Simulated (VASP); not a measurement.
# InAs (F-43m) in VASP: a series of runs

The runs below take InAs through single point, relaxation of cell and atoms, with LDA.

Program: VASP 6.6.1. These are calculated values, not measurements. Logs are shortened: lines on timing, memory, paths and dates and some standing lists are left out, and cuts for length are marked.

### 1 The cell of the first run

Symmetry: F-43m, No. 216, cubic system. The conventional cell has a = 6.026 Å, b = 6.026 Å, c = 6.026 Å, α = 90.00°, β = 90.00°, γ = 90.00°. In (site symmetry -43m) has 4 As at 2.61 Å within 3.4 Å. Within 3.4 Å of As (site symmetry -43m) lie 4 In at 2.61 Å.

### 2 Single point, LDA

INCAR reads:

```
PREC = Accurate
ENCUT = 520
EDIFF = 1E-7
ISMEAR = 0
SIGMA = 0.1
LREAL = False
LASPH = True
NELM = 60
ALGO = Normal
ISIF = 2
LWAVE = False
LCHARG = True
GGA = CA
LELF = True
LVHAR = True
NBANDS = 16
```

KPOINTS reads:

```
Automatic mesh
0
Gamma
  12 12 12
```

POSCAR reads:

```
InAs
1.0
    0.0000000000      3.0132360717      3.0132360717
    3.0132360717      0.0000000000      3.0132360717
    3.0132360717      3.0132360717      0.0000000000
In As
1 1
Direct
    0.0000000000      0.0000000000      0.0000000000
    0.2500000000      0.2500000000      0.2500000000
```

Potentials or basis: VASP PAW LDA potentials, release 64 (In_d, As).

On the command line:

```bash
> cat potpaw_LDA.64/In_d/POTCAR potpaw_LDA.64/As/POTCAR > POTCAR
> mpirun -np 1 vasp_std > vasp.out
```

OUTCAR:

```text
PREC = Accurate
   ENCUT = 520
   EDIFF = 1E-7
   ISMEAR = 0
   LREAL = False
   LASPH = True
   NELM = 60
   ISIF = 2
   GGA = CA

 ion  position               nearest neighbor table
   1  0.000  0.000  0.000-   2 2.61   2 2.61   2 2.61   2 2.61
   2  0.250  0.250  0.250-   1 2.61   1 2.61   1 2.61   1 2.61

  LATTYP: Found a face centered cubic cell.
 ALAT       =     6.0264721434

  Lattice vectors:

 A1 = (   0.0000000000,   3.0132360717,   3.0132360717)
 A2 = (   3.0132360717,   0.0000000000,   3.0132360717)
 A3 = (   3.0132360717,   3.0132360717,   0.0000000000)

Analysis of symmetry for initial positions (statically):
=====================================================================
 Subroutine PRICEL returns:
 Original cell was already a primitive cell.

 Routine SETGRP: Setting up the symmetry group for a
 face centered cubic supercell.

 Subroutine GETGRP returns: Found 24 space group operations
 (whereof 24 operations were pure point group operations)
 out of a pool of 48 trial point group operations.

The static configuration has the point symmetry T_d .

Analysis of symmetry for dynamics (positions and initial velocities):
=====================================================================
 Subroutine PRICEL returns:
 Original cell was already a primitive cell.

 Routine SETGRP: Setting up the symmetry group for a
 face centered cubic supercell.

 Subroutine GETGRP returns: Found 24 space group operations
 (whereof 24 operations were pure point group operations)
 out of a pool of 48 trial point group operations.

The dynamic configuration has the point symmetry T_d .

 Subroutine INISYM returns: Found 24 space group operations
 (whereof 24 operations are pure point group operations),
 and found     1 'primitive' translations

----------------------------------------------------------------------------------------

                                     Primitive cell

  volume of cell :      54.7179

  direct lattice vectors                    reciprocal lattice vectors
     0.000000000  3.013236072  3.013236072    -0.165934559  0.165934559  0.165934559
     3.013236072  0.000000000  3.013236072     0.165934559 -0.165934559  0.165934559
     3.013236072  3.013236072  0.000000000     0.165934559  0.165934559 -0.165934559

  length of vectors
     4.261359319  4.261359319  4.261359319     0.287407088  0.287407088  0.287407088

  position of ions in fractional coordinates (direct lattice)
     0.000000000  0.000000000  0.000000000
     0.250000000  0.250000000  0.250000000

  ion indices of the primitive-cell ions
   primitive index   ion index
                 1           1
                 2           2

----------------------------------------------------------------------------------------

 KPOINTS: Automatic mesh

Automatic generation of k-mesh.
 Grid dimensions read from file:
 generate k-points for:   12   12   12

 Generating k-lattice:

  Cartesian coordinates                     Fractional coordinates (reciprocal lattice)
    -0.013827880  0.013827880  0.013827880     0.083333333  0.000000000  0.000000000
     0.013827880 -0.013827880  0.013827880     0.000000000  0.083333333  0.000000000
     0.013827880  0.013827880 -0.013827880     0.000000000  0.000000000  0.083333333

  Length of vectors
     0.023950591  0.023950591  0.023950591

  Shift w.r.t. Gamma in fractional coordinates (k-lattice)
     0.000000000  0.000000000  0.000000000

 Subroutine IBZKPT returns following result:
 ===========================================

 Found     72 irreducible k-points:

 Following reciprocal coordinates:
            Coordinates               Weight
  0.000000  0.000000  0.000000      1.000000
  0.083333  0.000000  0.000000      8.000000
  0.166667  0.000000  0.000000      8.000000
  0.250000  0.000000  0.000000      8.000000
  0.333333  0.000000  0.000000      8.000000
  0.416667  0.000000  0.000000      8.000000
[... 16 lines left out ...]
  0.500000  0.166667  0.000000     24.000000
 -0.416667  0.166667  0.000000     24.000000
 [... further k-points ...]
   k-points           NKPTS =     72   k-points in BZ     NKDIM =     72   number of bands    NBANDS=     16
   number of dos      NEDOS =    301   number of ions     NIONS =      2
   total plane-waves  NPLWV =  32768
   dimension x,y,z NGX =    32 NGY =   32 NGZ =   32
   dimension x,y,z NGXF=    64 NGYF=   64 NGZF=   64
   ions per type =               1   1
   NGX,Y,Z   is equivalent  to a cutoff of  12.48, 12.48, 12.48 a.u.
   NGXF,Y,Z  is equivalent  to a cutoff of  24.97, 24.97, 24.97 a.u.
 SYSTEM =  unknown system
   PREC   = accura    normal or accurate (medium, high low for compatibility)
   ISTART =      0    job   : 0-new  1-cont  2-samecut
   ICHARG =      2    charge: 1-file 2-atom 10-const
   ISPIN  =      1    spin polarized calculation?
   LNONCOLLINEAR =      F non collinear calculations
   LSORBIT =      F    spin-orbit coupling
   LASPH  =      T    aspherical Exc in radial PAW
   ENCUT  =  520.0 eV  38.22 Ry    6.18 a.u.   7.92  7.92  7.92*2*pi/ulx,y,z
   NELM   =     60;   NELMIN=  2; NELMDL= -5     # of ELM steps
   EDIFF  = 0.1E-06   stopping-criterion for ELM
   LREAL  =      F    real-space projection
   EDIFFG = 0.1E-05   stopping-criterion for IOM
   NSW    =      0    number of steps for IOM
   IBRION =     -1    ionic relax: 0-MD 1-quasi-New 2-CG
   NFREE  =      0    steps in history (QN), initial steepest desc. (CG)
   ISIF   =      2    stress and relaxation
   ISYM   =      2    0-nonsym 1-usesym 2-fastsym
   POTIM  = 0.5000    time-step for ionic-motion
   TEBEG  =    0.0;   TEEND  =   0.0 temperature during run
   PSTRESS=    0.0 pullay stress
   NELECT =      18.0000    total number of electrons
   NUPDOWN=      -1.0000    fix difference up-down
   EMIN   =  10.00;   EMAX   =-10.00  energy-range for DOS
   EFERMI =   0.00;   METHOD = LEGACY
   ISMEAR =     0;   SIGMA  =   0.10  broadening in eV -4-tet -1-fermi 0-gaus
   EFERMI_NEDOS =   21; number of points for ismear=-14 and -15
   IALGO  =     38    algorithm
   IMIX   =      4    mixing-type and parameters
     AMIX     =   0.40;   BMIX     =  1.00
     AMIX_MAG =   1.60;   BMIX_MAG =  1.00
  volume/ion in A,a.u.               =      27.36       184.63
  Fermi-wavevector in a.u.,A,eV,Ry     =   1.130115  2.135607 17.376805  1.277159
  Thomas-Fermi vector in A             =   2.266810
   LORBIT       =      0    0 simple, 1 ext, 2 COOP (PROOUT), +10 PAW based schemes
   GGA     = CA    functional components
   LHFCALC =     F    Hartree Fock is set to
   AEXX    =    0.0000 exact exchange contribution
   IVDW    =     0    specifies the selected vdW correction
   LEPSILON=     F    determine dielectric tensor
   LRPA    =     F    only Hartree local field effects (RPA)
 non-spin polarized calculation
 Gauss-broadening in eV      SIGMA  =   0.10
  energy-cutoff  :      520.00
  volume of cell :       54.72
 maximum number of plane-waves:      1488
   NGX = 15   NGY = 15   NGZ = 15

 number of electron      17.9999992 magnetization

 Free energy of the ion-electron system (eV)
  ---------------------------------------------------
  ext. energy  EPLUGINS =         0.00000000
  ---------------------------------------------------
  free energy    TOTEN  =        -9.02982095 eV

  energy without entropy =       -9.02967181  energy(sigma->0) =       -9.02974638

 E-fermi :   4.4999     XC(G=0):  -9.4561

 val. band max:        4.4423017032   @ k =   0.0000   0.0000   0.0000
 cond. band min:       5.1848036029   @ k =   0.0833   0.0000   0.0000
 fundamental gap:      0.7425018997
 Fermi energy:         4.4998775635

 k-point     1 :       0.0000    0.0000    0.0000
  band No.  band energies     occupation
      1      -9.9356      2.00000
      2      -9.9356      2.00000
      3      -9.9356      2.00000
      4      -9.8027      2.00000
      5      -9.8027      2.00000
      6      -7.5386      2.00000
[... 8 lines left out ...]
     15      14.1871      0.00000
     16      14.1871      0.00000

 k-point     2 :       0.0833    0.0000    0.0000
  band No.  band energies     occupation
      1      -9.9458      2.00000
      2      -9.9327      2.00000
      3      -9.9327      2.00000
      4      -9.8028      2.00000
      5      -9.8028      2.00000
      6      -7.4640      2.00000
[... 8 lines left out ...]
     15      13.5464      0.00000
     16      13.5464      0.00000

 k-point     3 :       0.1667    0.0000    0.0000
  band No.  band energies     occupation
      1      -9.9726      2.00000
      2      -9.9253      2.00000
      3      -9.9253      2.00000
      4      -9.8027      2.00000
      5      -9.8027      2.00000
      6      -7.2486      2.00000
[... 8 lines left out ...]
     15      13.0262      0.00000
     16      13.0262      0.00000

 k-point     4 :       0.2500    0.0000    0.0000
  band No.  band energies     occupation
      1     -10.0069      2.00000
      2      -9.9161      2.00000
      3      -9.9161      2.00000
      4      -9.8015      2.00000
      5      -9.8015      2.00000
      6      -6.9188      2.00000
[... 8 lines left out ...]
     15      12.9871      0.00000
     16      12.9871      0.00000
[... 324 lines left out ...]
 k-point    22 :       0.4167    0.1667    0.0000
  band No.  band energies     occupation
      1     -10.0672      2.00000
      2      -9.8965      2.00000
      3      -9.8899      2.00000
      4      -9.8128      2.00000
      5      -9.7906      2.00000
      6      -6.1985      2.00000
[... 8 lines left out ...]
     15      14.4788      0.00000
     16      15.2325      0.00000

 k-point    23 :       0.5000    0.1667    0.0000
  band No.  band energies     occupation
      1     -10.0786      2.00000
      2      -9.8954      2.00000
      3      -9.8879      2.00000
      4      -9.8075      2.00000
      5      -9.7920      2.00000
      6      -5.9167      2.00000
[... 8 lines left out ...]
     15      14.7740      0.00000
     16      15.2994      0.00000

 k-point    24 :      -0.4167    0.1667    0.0000
  band No.  band energies     occupation
      1     -10.0784      2.00000
      2      -9.8959      2.00000
      3      -9.8895      2.00000
      4      -9.8023      2.00000
      5      -9.7964      2.00000
      6      -5.8721      2.00000
[... 8 lines left out ...]
     15      14.1207      0.00000
     16      14.4951      0.00000

 [... further k-points ...]

------------------------ aborting loop because EDIFF is reached ----------------------------------------

  FORCE on cell =-STRESS in cart. coord.  units (eV):
  Direction    XX          YY          ZZ          XY          YZ          ZX
  --------------------------------------------------------------------------------------
  -------------------------------------------------------------------------------------
  Total        0.0439622      0.0439622      0.0439622     -0.0000000      0.0000000     -0.0000000
  in kB        1.2872417      1.2872417      1.2872417     -0.0000000      0.0000000     -0.0000000
  external PRESSURE =       1.2872417 kB  Pullay stress =       0.0000000 kB

 VOLUME and BASIS-vectors are now :
 -----------------------------------------------------------------------------
  energy-cutoff  :      520.00
  volume of cell :       54.72
      direct lattice vectors                 reciprocal lattice vectors
     0.000000000  3.013236072  3.013236072    -0.165934559  0.165934559  0.165934559
     3.013236072  0.000000000  3.013236072     0.165934559 -0.165934559  0.165934559
     3.013236072  3.013236072  0.000000000     0.165934559  0.165934559 -0.165934559

 POSITION                                       TOTAL-FORCE (eV/Angst)
 -----------------------------------------------------------------------------------
      0.00000      0.00000      0.00000         0.000000      0.000000     -0.000000
      1.50662      1.50662      1.50662        -0.000000     -0.000000      0.000000
 -----------------------------------------------------------------------------------
    total drift:                               -0.000000     -0.000000     -0.000000

  FREE ENERGIE OF THE ION-ELECTRON SYSTEM (eV)
  ---------------------------------------------------
  free  energy   TOTEN  =        -9.0298209454 eV

  energy  without entropy=       -9.0296718076  energy(sigma->0) =       -9.02974638
```

It took 1.8 min on 1 thread of AMD EPYC 7R13, shared host; peak memory 0.17 GiB.

What came out:

```
Free energy            : -9.0298 eV
Pressure               : 0.1 GPa
Band gap on the k mesh : zero (filled and empty bands touch)
```

Caveat: semilocal functionals underestimate gaps, and a narrow one can read as zero; spin-orbit coupling is left out, which moves the levels of the heavy elements.

### 3 Relaxation of cell and atoms, LDA

This run uses another cell than the first one, of 29.59 Å³/atom.

INCAR reads:

```
  ALGO = Normal
  EDIFF = 1E-6
  EDIFFG = -0.005
  ENCUT = 600
  GGA = CA
  IBRION = 2
  ISIF = 3
  ISMEAR = 0
  LASPH = T
  LCHARG = F
  LREAL = F
  LWAVE = F
  NELM = 80
  NSW = 70
  PREC = Accurate
  SIGMA = 0.1
```

KPOINTS reads:

```
k-points
0
Gamma
  12 12 12
```

POSCAR reads:

```
InAs
1.0
    0.0000000000      3.0931634716      3.0931634716
    3.0931634716      0.0000000000      3.0931634716
    3.0931634716      3.0931634716      0.0000000000
In As
1 1
Direct
    0.0000000000      0.0000000000      0.0000000000
    0.2500000000      0.2500000000      0.2500000000
```

Potentials or basis: VASP PAW LDA potentials, release 64 (In_d, As).

On the command line:

```bash
> cat potpaw_LDA.64/In_d/POTCAR potpaw_LDA.64/As/POTCAR > POTCAR
> mpirun -np 1 vasp_std > vasp.out
```

Run time: 5.2 min. Hardware: 1 thread of AMD EPYC 7R13, shared host; peak memory 0.21 GiB.

Results (log left out):

```
Free energy                           : -9.0302 eV
Relaxed volume                        : 27.44 Å³/atom
Relaxed cell                          : a = 4.265 Å, b = 4.265 Å, c = 4.265 Å, α = 60.00°, β = 60.00°, γ = 60.00°
Space group after relaxing (to 0.1 Å) : F-43m (No. 216)
Energy gained by relaxing             : 27.6 meV/atom
Ionic steps                           : 3
Pressure after relaxing               : 0.0 GPa
Band gap on the k mesh                : zero (filled and empty bands touch)
```

Step by step:
```tsv
step	energy change (eV)	largest force (eV/Å)	pressure (GPa)	volume (Å³)
1	0.0000	0.0000	-3.81	59.19
2	-0.0468	0.0000	1.83	53.36
3	-0.0552	0.0000	-0.01	54.87
```

Final structure:
```
CELL_PARAMETERS angstrom
0.00000 3.01611 3.01611
3.01611 0.00000 3.01611
3.01611 3.01611 0.00000
ATOMIC_POSITIONS crystal
In 0.00000 0.00000 0.00000
As 0.25000 0.25000 0.25000
```

Levels at points of the mesh, in eV from the Fermi level:
```
           k point  band 5  band 6  band 7  band 8  band 9  band 10  band 11  band 12  band 13
(0.00, 0.00, 0.00)  -14.30  -12.02   -0.41   -0.06   -0.06    -0.06     3.77     3.77     3.77
(0.50, 0.00, 0.00)  -14.29  -10.52   -5.93   -1.07   -1.07     0.77     4.55     4.55     6.64
(0.50, 0.50, 0.00)  -14.27   -9.96   -6.01   -2.43   -2.43     1.35     1.90     8.99     9.13
```

Caveat: semilocal functionals underestimate gaps, and a narrow one can read as zero; spin-orbit coupling is left out, which moves the levels of the heavy elements.

The gap in the log of VASP goes by the Fermi energy; the results here count the filled bands.